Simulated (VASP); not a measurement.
# Mg2B3 (P4_2/mcm) in VASP: a series of runs

The runs below take Mg2B3 through single point, with PBE.

Everything below comes from runs of VASP 6.6.1. Logs are shortened: lines on timing, memory, paths and dates and some standing lists are left out, and cuts for length are marked.

## (1) The cell of the first run

Symmetry: P4_2/mcm, No. 132, tetragonal system. The conventional cell has a = 4.508 Å, b = 4.508 Å, c = 4.553 Å, α = 90.00°, β = 90.00°, γ = 90.00°. Mg (site symmetry m2m) has 6 B at 1.96 to 2.02 Å within 2.6 Å. Within 2.6 Å of B (site symmetry 222) lie 4 Mg at 1.96 Å and 4 B at 2.25 to 2.28 Å. B (site symmetry -42m) has 4 Mg at 2.02 Å and 6 B at 2.25 to 2.28 Å within 2.7 Å.

## (2) Single point, PBE

Contents of INCAR:

```
PREC = Accurate ; ENCUT = 520
EDIFF = 1E-6 ; ISMEAR = 0
SIGMA = 0.1 ; LREAL = False
LASPH = True ; NELM = 60
ALGO = Normal ; ISIF = 2
LWAVE = False ; LCHARG = False
GGA = PE ; NBANDS = 24
```

Contents of KPOINTS:

```
regular mesh
0
Gamma
  4 4 4
```

Contents of POSCAR:

```
Mg2B3
1.0
    4.5082050500      0.0000000000      0.0000000000
    0.0000000000      4.5082050500      0.0000000000
    0.0000000000      0.0000000000      4.5528875700
Mg B
4 6
Direct
    0.7381011700      0.2618988300      0.0000000000
    0.2618988300      0.7381011700      0.0000000000
    0.2618988300      0.2618988300      0.5000000000
    0.7381011700      0.7381011700      0.5000000000
    0.5000000000      0.0000000000      0.7500000000
    0.5000000000      0.0000000000      0.2500000000
    0.0000000000      0.5000000000      0.7500000000
    0.0000000000      0.5000000000      0.2500000000
    0.0000000000      0.0000000000      0.7500000000
    0.0000000000      0.0000000000      0.2500000000
```

Potentials or basis: VASP PAW PBE potentials, release 64 (Mg, B).

On the command line:

```bash
$ cat potpaw_PBE.64/Mg/POTCAR potpaw_PBE.64/B/POTCAR > POTCAR
$ mpirun -np 1 vasp_std > vasp.out
```

OUTCAR:

```text
PREC = Accurate
   ENCUT = 520
   EDIFF = 1E-6
   ISMEAR = 0
   LREAL = False
   LASPH = True
   NELM = 60
   ISIF = 2
   GGA = PE

 ion  position               nearest neighbor table
   1  0.738  0.262  0.000-   5 1.96   6 1.96   7 1.96   8 1.96   9 2.02  10 2.02   2 3.04   3 3.13
                             4 3.13   3 3.13   4 3.13   2 3.19   2 3.19   3 3.28   3 3.28   4 3.28
   2  0.262  0.738  0.000-   5 1.96   6 1.96   7 1.96   8 1.96   9 2.02  10 2.02   1 3.04   3 3.13
                             4 3.13   3 3.13   4 3.13   1 3.19   1 3.19   3 3.28   3 3.28   4 3.28
   3  0.262  0.262  0.500-   5 1.96   6 1.96   7 1.96   8 1.96   9 2.02  10 2.02   4 3.04   2 3.13
                             1 3.13   1 3.13   2 3.13   4 3.19   4 3.19   2 3.28   1 3.28   2 3.28
   4  0.738  0.738  0.500-   5 1.96   6 1.96   7 1.96   8 1.96   9 2.02  10 2.02   3 3.04   2 3.13
                             1 3.13   1 3.13   2 3.13   3 3.19   3 3.19   1 3.28   2 3.28   1 3.28
   5  0.500  0.000  0.750-   1 1.96   2 1.96   3 1.96   4 1.96
   6  0.500  0.000  0.250-   1 1.96   2 1.96   3 1.96   4 1.96
   7  0.000  0.500  0.750-   1 1.96   2 1.96   3 1.96   4 1.96
   8  0.000  0.500  0.250-   1 1.96   2 1.96   3 1.96   4 1.96
   9  0.000  0.000  0.750-   1 2.02   2 2.02   3 2.02   4 2.02
  10  0.000  0.000  0.250-   1 2.02   2 2.02   3 2.02   4 2.02

  LATTYP: Found a simple tetragonal cell.
 ALAT       =     4.5082050500
 C/A-ratio  =     1.0099113770

  Lattice vectors:

 A1 = (   4.5082050500,   0.0000000000,   0.0000000000)
 A2 = (   0.0000000000,   4.5082050500,   0.0000000000)
 A3 = (   0.0000000000,   0.0000000000,   4.5528875700)

Analysis of symmetry for initial positions (statically):
=====================================================================
 Subroutine PRICEL returns:
 Original cell was already a primitive cell.

 Routine SETGRP: Setting up the symmetry group for a
 simple tetragonal supercell.

 Subroutine GETGRP returns: Found 16 space group operations
 (whereof  8 operations were pure point group operations)
 out of a pool of 16 trial point group operations.

The static configuration has the point symmetry D_2h.
 The point group associated with its full space group is D_4h.

Analysis of symmetry for dynamics (positions and initial velocities):
=====================================================================
 Subroutine PRICEL returns:
 Original cell was already a primitive cell.

 Routine SETGRP: Setting up the symmetry group for a
 simple tetragonal supercell.

 Subroutine GETGRP returns: Found 16 space group operations
 (whereof  8 operations were pure point group operations)
 out of a pool of 16 trial point group operations.

The dynamic configuration has the point symmetry D_2h.
 The point group associated with its full space group is D_4h.

 Subroutine INISYM returns: Found 16 space group operations
 (whereof  8 operations are pure point group operations),
 and found     1 'primitive' translations

----------------------------------------------------------------------------------------

                                     Primitive cell

  volume of cell :      92.5325

  direct lattice vectors                    reciprocal lattice vectors
     4.508205050  0.000000000  0.000000000     0.221817772  0.000000000  0.000000000
     0.000000000  4.508205050  0.000000000     0.000000000  0.221817772  0.000000000
     0.000000000  0.000000000  4.552887570     0.000000000  0.000000000  0.219640829

  length of vectors
     4.508205050  4.508205050  4.552887570     0.221817772  0.221817772  0.219640829

  position of ions in fractional coordinates (direct lattice)
     0.738101170  0.261898830  0.000000000
     0.261898830  0.738101170  0.000000000
     0.261898830  0.261898830  0.500000000
     0.738101170  0.738101170  0.500000000
     0.500000000  0.000000000  0.750000000
     0.500000000  0.000000000  0.250000000
     0.000000000  0.500000000  0.750000000
     0.000000000  0.500000000  0.250000000
     0.000000000  0.000000000  0.750000000
     0.000000000  0.000000000  0.250000000

  ion indices of the primitive-cell ions
   primitive index   ion index
                 1           1
                 2           2
                 3           3
                 4           4
                 5           5
                 6           6
                 7           7
                 8           8
                 9           9
                10          10

----------------------------------------------------------------------------------------

 KPOINTS: regular mesh

Automatic generation of k-mesh.
 Grid dimensions read from file:
 generate k-points for:    4    4    4

 Generating k-lattice:

  Cartesian coordinates                     Fractional coordinates (reciprocal lattice)
     0.055454443  0.000000000  0.000000000     0.250000000  0.000000000  0.000000000
     0.000000000  0.055454443  0.000000000     0.000000000  0.250000000  0.000000000
     0.000000000  0.000000000  0.054910207     0.000000000  0.000000000  0.250000000

  Length of vectors
     0.055454443  0.055454443  0.054910207

  Shift w.r.t. Gamma in fractional coordinates (k-lattice)
     0.000000000  0.000000000  0.000000000

 Subroutine IBZKPT returns following result:
 ===========================================

 Found     18 irreducible k-points:

 Following reciprocal coordinates:
            Coordinates               Weight
  0.000000  0.000000  0.000000      1.000000
  0.250000  0.000000  0.000000      4.000000
  0.500000  0.000000  0.000000      2.000000
  0.250000  0.250000  0.000000      4.000000
  0.500000  0.250000  0.000000      4.000000
  0.500000  0.500000  0.000000      1.000000
[... 10 lines left out ...]
  0.500000  0.250000  0.500000      4.000000
  0.500000  0.500000  0.500000      1.000000
   k-points           NKPTS =     18   k-points in BZ     NKDIM =     18   number of bands    NBANDS=     24
   number of dos      NEDOS =    301   number of ions     NIONS =     10
   total plane-waves  NPLWV =  46656
   dimension x,y,z NGX =    36 NGY =   36 NGZ =   36
   dimension x,y,z NGXF=    72 NGYF=   72 NGZF=   72
   ions per type =               4   6
   NGX,Y,Z   is equivalent  to a cutoff of  13.28, 13.28, 13.15 a.u.
   NGXF,Y,Z  is equivalent  to a cutoff of  26.55, 26.55, 26.29 a.u.
 SYSTEM =  unknown system
   PREC   = accura    normal or accurate (medium, high low for compatibility)
   ISTART =      0    job   : 0-new  1-cont  2-samecut
   ICHARG =      2    charge: 1-file 2-atom 10-const
   ISPIN  =      1    spin polarized calculation?
   LNONCOLLINEAR =      F non collinear calculations
   LSORBIT =      F    spin-orbit coupling
   LASPH  =      T    aspherical Exc in radial PAW
   ENCUT  =  520.0 eV  38.22 Ry    6.18 a.u.   8.38  8.38  8.47*2*pi/ulx,y,z
   NELM   =     60;   NELMIN=  2; NELMDL= -5     # of ELM steps
   EDIFF  = 0.1E-05   stopping-criterion for ELM
   LREAL  =      F    real-space projection
   EDIFFG = 0.1E-04   stopping-criterion for IOM
   NSW    =      0    number of steps for IOM
   IBRION =     -1    ionic relax: 0-MD 1-quasi-New 2-CG
   NFREE  =      0    steps in history (QN), initial steepest desc. (CG)
   ISIF   =      2    stress and relaxation
   ISYM   =      2    0-nonsym 1-usesym 2-fastsym
   POTIM  = 0.5000    time-step for ionic-motion
   TEBEG  =    0.0;   TEEND  =   0.0 temperature during run
   PSTRESS=    0.0 pullay stress
   NELECT =      26.0000    total number of electrons
   NUPDOWN=      -1.0000    fix difference up-down
   EMIN   =  10.00;   EMAX   =-10.00  energy-range for DOS
   EFERMI =   0.00;   METHOD = LEGACY
   ISMEAR =     0;   SIGMA  =   0.10  broadening in eV -4-tet -1-fermi 0-gaus
   EFERMI_NEDOS =   21; number of points for ismear=-14 and -15
   IALGO  =     38    algorithm
   IMIX   =      4    mixing-type and parameters
     AMIX     =   0.40;   BMIX     =  1.00
     AMIX_MAG =   1.60;   BMIX_MAG =  1.00
  volume/ion in A,a.u.               =       9.25        62.44
  Fermi-wavevector in a.u.,A,eV,Ry     =   1.072263  2.026283 15.643262  1.149747
  Thomas-Fermi vector in A             =   2.208028
   LORBIT       =      0    0 simple, 1 ext, 2 COOP (PROOUT), +10 PAW based schemes
   GGA     = PE    functional components
   LHFCALC =     F    Hartree Fock is set to
   AEXX    =    0.0000 exact exchange contribution
   IVDW    =     0    specifies the selected vdW correction
   LEPSILON=     F    determine dielectric tensor
   LRPA    =     F    only Hartree local field effects (RPA)
 non-spin polarized calculation
 Gauss-broadening in eV      SIGMA  =   0.10
  energy-cutoff  :      520.00
  volume of cell :       92.53
 maximum number of plane-waves:      2517
 NGX is ok and might be reduce to    36
   NGX = 17   NGY = 17   NGZ = 17

 number of electron      25.9999998 magnetization

 Free energy of the ion-electron system (eV)
  ---------------------------------------------------
  ext. energy  EPLUGINS =         0.00000000
  ---------------------------------------------------
  free energy    TOTEN  =       -23.40125727 eV

  energy without entropy =      -23.38377722  energy(sigma->0) =      -23.39251725

 E-fermi :   5.9014     XC(G=0): -11.1450

 val. band max:        5.8558164875   @ k =   0.0000   0.0000   0.5000
 cond. band min:       5.9332457515   @ k =   0.2500   0.0000   0.2500
 fundamental gap:      0.0774292640
 Fermi energy:         5.9013660483

 k-point     1 :       0.0000    0.0000    0.0000
  band No.  band energies     occupation
      1      -6.8741      2.00000
      2      -1.8693      2.00000
      3      -1.2830      2.00000
      4      -0.5532      2.00000
      5      -0.2612      2.00000
      6      -0.2612      2.00000
[... 16 lines left out ...]
     23      13.5178      0.00000
     24      13.5178      0.00000
[... 436 lines left out ...]
      2      -3.3310      2.00000
      3      -2.6943      2.00000
      4      -2.6943      2.00000
      5      -2.6418      2.00000
      6      -2.6418      2.00000
[... 16 lines left out ...]
     23      11.5626      0.00000
     24      11.5626      0.00000

------------------------ aborting loop because EDIFF is reached ----------------------------------------

  FORCE on cell =-STRESS in cart. coord.  units (eV):
  Direction    XX          YY          ZZ          XY          YZ          ZX
  --------------------------------------------------------------------------------------
  -------------------------------------------------------------------------------------
  Total       45.2029042     45.2029042     31.2636388     -0.0000000      0.0000000      0.0000000
  in kB      782.6771813    782.6771813    541.3222249     -0.0000000      0.0000000      0.0000000
  external PRESSURE =     702.2255292 kB  Pullay stress =       0.0000000 kB

 VOLUME and BASIS-vectors are now :
 -----------------------------------------------------------------------------
  energy-cutoff  :      520.00
  volume of cell :       92.53
      direct lattice vectors                 reciprocal lattice vectors
     4.508205050  0.000000000  0.000000000     0.221817772  0.000000000  0.000000000
     0.000000000  4.508205050  0.000000000     0.000000000  0.221817772  0.000000000
     0.000000000  0.000000000  4.552887570     0.000000000  0.000000000  0.219640829

 POSITION                                       TOTAL-FORCE (eV/Angst)
 -----------------------------------------------------------------------------------
      3.32751      1.18069      0.00000        -3.417484      3.417484     -0.000000
      1.18069      3.32751      0.00000         3.417484     -3.417484     -0.000000
      1.18069      1.18069      2.27644         3.417484      3.417484     -0.000000
      3.32751      3.32751      2.27644        -3.417484     -3.417484     -0.000000
      2.25410      0.00000      3.41467         0.000000      0.000000     -0.000000
      2.25410      0.00000      1.13822         0.000000      0.000000      0.000000
      0.00000      2.25410      3.41467         0.000000      0.000000      0.000000
      0.00000      2.25410      1.13822         0.000000      0.000000      0.000000
      0.00000      0.00000      3.41467         0.000000      0.000000     -0.000000
      0.00000      0.00000      1.13822         0.000000      0.000000     -0.000000
 -----------------------------------------------------------------------------------
    total drift:                                0.000000     -0.000000      0.000000

  FREE ENERGIE OF THE ION-ELECTRON SYSTEM (eV)
  ---------------------------------------------------
  free  energy   TOTEN  =       -23.4012572728 eV

  energy  without entropy=      -23.3837772204  energy(sigma->0) =      -23.39251725
```

Wall time 37 s (1 thread of Intel Xeon 6975P-C, shared host); peak memory 0.21 GiB.

Results:

```yaml
Free_energy: -23.4013 eV
Pressure: 70.2 GPa
Largest_force: 4.833 eV/Å
Band_gap_on_the_k_mesh: zero (band 13 reaches 6.72 eV, above the bottom of band 14 at 4.45 eV)
```

Forces on the atoms (eV/Å):
```
Mg  -3.417  3.417  0.000
Mg   3.417 -3.417  0.000
Mg   3.417  3.417  0.000
Mg  -3.417 -3.417  0.000
B    0.000  0.000  0.000
B    0.000  0.000  0.000
B    0.000  0.000  0.000
B    0.000  0.000  0.000
B    0.000  0.000  0.000
B    0.000  0.000  0.000
```

Stress tensor (GPa, compression positive):
```
78.27  0.00  0.00
 0.00 78.27  0.00
 0.00  0.00 54.13
```

Levels at points of the mesh, in eV from the Fermi level:
```tsv
k point	band 9	band 10	band 11	band 12	band 13	band 14	band 15	band 16	band 17	band 18
(0.00, 0.00, 0.00)	-2.60	-2.60	-2.54	-1.78	-1.21	-1.21	0.47	1.56	1.60	1.60
(0.50, 0.00, 0.00)	-3.12	-2.64	-2.34	-2.22	-1.09	0.63	0.77	0.84	1.07	4.18
(0.50, 0.50, 0.00)	-4.17	-4.17	-1.54	-0.18	0.52	1.03	1.03	2.40	2.49	2.88
(0.00, 0.00, 0.50)	-4.30	-4.30	-0.13	-0.13	-0.05	-0.05	0.11	0.11	2.56	2.56
(0.50, 0.00, 0.50)	-1.83	-1.83	-1.31	-1.31	0.36	0.36	0.80	0.80	2.39	2.39
(0.50, 0.50, 0.50)	0.67	0.67	0.80	0.80	0.82	0.82	0.98	0.98	1.63	1.63
```

Caveat: forces of over 1 eV/Å act on the atoms, so gaps and moduli don't describe the material at rest.

## (3) Single point, PBE

This run uses another cell than the first one, of 14.06 Å³/atom, 1.519 times its volume.

Contents of INCAR:

```
SYSTEM = Mg2B3
PREC = Accurate
ENCUT = 520
EDIFF = 1E-6
ISMEAR = 0
SIGMA = 0.1
LREAL = .False.
LASPH = .True.
NELM = 60
ALGO = Normal
ISIF = 2
LWAVE = .False.
LCHARG = .True.
GGA = PE
LELF = .True.
LVHAR = .True.
NBANDS = 24
```

Contents of KPOINTS:

```
regular mesh
0
Gamma
  4 4 4
  0 0 0
```

Contents of POSCAR:

```
Mg2B3
1.0
    6.6776615274      0.0000000000      0.0000000000
    0.0000000000      6.6776615274      0.0000000000
    0.0000000000      0.0000000000      3.1524446765
Mg B
4 6
Direct
    0.7556803401      0.2443196599      0.0000000000
    0.2443196599      0.7556803401      0.0000000000
    0.2443196599      0.2443196599      0.5000000000
    0.7556803401      0.7556803401      0.5000000000
    0.5000000000      0.0000000000      0.7500000000
    0.5000000000      0.0000000000      0.2500000000
    0.0000000000      0.5000000000      0.7500000000
    0.0000000000      0.5000000000      0.2500000000
    0.0000000000      0.0000000000      0.7500000000
    0.0000000000      0.0000000000      0.2500000000
```

Potentials or basis: VASP PAW PBE potentials, release 64 (Mg, B).

On the command line:

```bash
$ cat potpaw_PBE.64/Mg/POTCAR potpaw_PBE.64/B/POTCAR > POTCAR
$ mpirun -np 1 vasp_std > vasp.out
```

Wall time 64 s (1 thread of Intel Xeon 6975P-C, shared host); peak memory 0.25 GiB.

It converged, with:

```
Free energy            : -44.4325 eV
Pressure               : -0.2 GPa
Largest force          : 0.015 eV/Å
Band gap on the k mesh : zero (band 13 reaches 4.69 eV, above the bottom of band 14 at 2.53 eV)
```

Forces on the atoms (eV/Å):
```
Mg   0.010 -0.010  0.000
Mg  -0.010  0.010  0.000
Mg  -0.010 -0.010  0.000
Mg   0.010  0.010  0.000
B    0.000  0.000  0.000
B    0.000  0.000  0.000
B    0.000  0.000  0.000
B    0.000  0.000  0.000
B    0.000  0.000  0.000
B    0.000  0.000  0.000
```

Stress tensor (GPa, compression positive):
```
-0.27  0.00  0.00
 0.00 -0.27  0.00
 0.00  0.00  0.00
```

Levels at points of the mesh, in eV from the Fermi level:
```csv
k point,band 10,band 11,band 12,band 13,band 14,band 15,band 16,band 17
"(0.00, 0.00, 0.00)",-3.28,-1.77,-1.22,-1.22,0.17,3.74,3.74,3.92
"(0.50, 0.00, 0.00)",-3.45,-3.33,-1.22,-0.23,1.34,1.73,2.63,4.56
"(0.50, 0.50, 0.00)",-3.50,-3.50,-3.46,0.70,0.70,0.99,4.26,4.47
"(0.00, 0.00, 0.50)",-2.33,-0.60,-0.60,-0.42,-0.42,1.44,1.44,2.10
"(0.50, 0.00, 0.50)",-1.42,-0.97,-0.97,-0.40,-0.40,-0.01,-0.01,2.28
"(0.50, 0.50, 0.50)",-0.58,-0.44,-0.44,-0.39,-0.39,-0.20,-0.20,0.12
```

Caveat: the k points lie up to 0.50 Å⁻¹ apart.
